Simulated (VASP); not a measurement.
Wanted: the native input for a VASP 6.6.1 run.

- Task: single point
- Functional: PBE
- Potentials or basis: VASP PAW PBE potentials, release 64 (Ti_sv, B)
- Cutoff: 520 eV
- k mesh: 10 × 10 × 10
- Occupations: gaussian, width 0.1 eV
- Spin: no spin polarisation
- Dipole correction: no
- Further INCAR settings: ALGO = Normal; EDIFF = 1e-06; NBANDS = 24

The structure of TiB6 lies in POSCAR:

```
TiB6
1.0
   -2.9703725170      2.9703725170      2.9703725170
    2.9703725170     -2.9703725170      2.9703725170
    2.9703725170      2.9703725170     -2.9703725170
Ti B
1 6
Direct
    0.0000000000      0.0000000000      0.0000000000
    0.6360425953      0.6360425953      0.0000000000
    0.3639574047      0.3639574047      0.0000000000
    0.0000000000      0.3639574047      0.3639574047
    0.0000000000      0.6360425953      0.6360425953
    0.6360425953      0.0000000000      0.6360425953
    0.3639574047      0.0000000000      0.3639574047
```

The input as run:

INCAR

```
  PREC = Accurate
  ENCUT = 520
  EDIFF = 1E-6
  ISMEAR = 0
  SIGMA = 0.1
  LREAL = F
  LASPH = T
  NELM = 100
  ALGO = Normal
  ISIF = 2
  LWAVE = F
  LCHARG = T
  GGA = PE
  LELF = T
  LVHAR = T
  NBANDS = 24
```

KPOINTS

```
regular mesh
0
Gamma
  10 10 10
```

Potentials or basis: VASP PAW PBE potentials, release 64 (Ti_sv, B).

The run is started by

```console
$ cat potpaw_PBE.64/Ti_sv/POTCAR potpaw_PBE.64/B/POTCAR > POTCAR
$ mpirun -np 1 vasp_std > vasp.out
```

Results of the run:

- Pressure: -0.1 GPa
- Largest force: 0.017 eV/Å
- Band gap on the k mesh: zero (band 15 reaches 2.07 eV, above the bottom of band 16 at 0.39 eV)

Wall time 110 s on 1 thread of Intel(R) Xeon(R) Platinum 8259CL CPU @ 2.50GHz (Skylake/Cascade Lake), with other jobs on the host, peak memory 0.3 GiB.
